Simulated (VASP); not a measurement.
Set up this calculation in VASP 6.6.1, as the native input.

```yaml
Task: single point
Functional: PBE
Dispersion: D3(BJ)
Potentials_or_basis: VASP PAW PBE potentials, release 64 (Nb_sv, N)
Cutoff: 600 eV
k_mesh: 8 × 8 × 8
Occupations: gaussian, width 0.1 eV
Spin: collinear spin, zero start
Starting_moments: "[0.0, 0.0] μB"
Dipole_correction: no
Further_INCAR_settings: ALGO = Normal; EDIFF = 1e-06; NBANDS = 20
```

The structure of NbN lies in POSCAR:

```
NbN
1.0
    0.0000000000      2.1945000000      2.1945000000
    2.1945000000      0.0000000000      2.1945000000
    2.1945000000      2.1945000000      0.0000000000
Nb N
1 1
Direct
    0.5000000000      0.5000000000      0.5000000000
    0.0000000000      0.0000000000      0.0000000000
```

These files were run (other wordings do the same):

INCAR

```
SYSTEM = NbN
PREC = Accurate
ENCUT = 600
EDIFF = 1E-6
ISMEAR = 0
SIGMA = 0.1
LREAL = .False.
LASPH = .True.
NELM = 200
ALGO = Normal
ISIF = 2
LWAVE = .False.
LCHARG = .False.
ISPIN = 2
MAGMOM = 0 0
LORBIT = 11
LMAXMIX = 4
GGA = PE
IVDW = 12
NBANDS = 20
GGA_COMPAT = .False.
```

KPOINTS

```
regular mesh
0
Gamma
  8 8 8
  0 0 0
```

Potentials or basis: VASP PAW PBE potentials, release 64 (Nb_sv, N).

Command:

```console
$ cat potpaw_PBE.64/Nb_sv/POTCAR potpaw_PBE.64/N/POTCAR > POTCAR
$ mpirun -np 1 vasp_std > vasp.out
```

It gave:

```
Pressure                                              : -1.5 GPa
Band gap on the k mesh                                : zero (filled and empty bands overlap)
Net moment                                            : 0.00 μB per cell
Valence electrons inside the program's atomic spheres : Nb 10.65; N 3.75
Dispersion energy per atom                            : -0.511 eV
```

Caveat: pairwise dispersion overbinds metals, which lowers pressure and volume.

Wall time 58 s on 1 thread of AMD EPYC 7R43 64-Core Processor (Zen 3), with other jobs on the host, peak memory 0.16 GiB.
